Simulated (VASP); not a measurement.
Runs of VASP 6.6.1 on Pd. The structure is that of space group Im-3m (No. 229), or close to it. The cells are those of the table. 

```csv
task,level,potentials or basis,cell,k mesh,cutoff (eV),second run,gap on the mesh (eV),pressure (GPa)
relaxation of cell and atoms,LDA,"VASP PAW LDA potentials, release 64 (Pd)","relaxed from a = 2.723 Å, angles 109.5°, 1 atom",9 × 9 × 9,600,-,none,0.0
single point,r2SCAN,"VASP PAW PBE potentials, release 64 (Pd_sv_GW)","a = 2.645 Å, angles 109.5°, 1 atom",12 × 12 × 12,590,valence_matched,none,(a)
single point,r2SCAN,"VASP PAW PBE potentials, release 64 (Pd)","a = 2.645 Å, angles 109.5°, 1 atom",12 × 12 × 12,520,-,none,12.1
single point,LDA,"VASP PAW LDA potentials, release 64 (Pd)","a = 2.645 Å, angles 109.5°, 1 atom",9 × 9 × 9,520,-,none,0.2
```

Alike in all rows: no spin polarisation; smearing fermi-dirac 0.05 eV.

Problem. Estimate the missing entries.

Solution. (a) 9.9.

Caveats: the PAW data sets were made with another functional, which shifts forces and pressure a little (some runs).

A k mesh can miss the band edges, and the runs leave out spin-orbit coupling on Pd.

A gap of «none» marks levels without a gap at the run's occupations.

The runs don't all hold the same shells in valence.
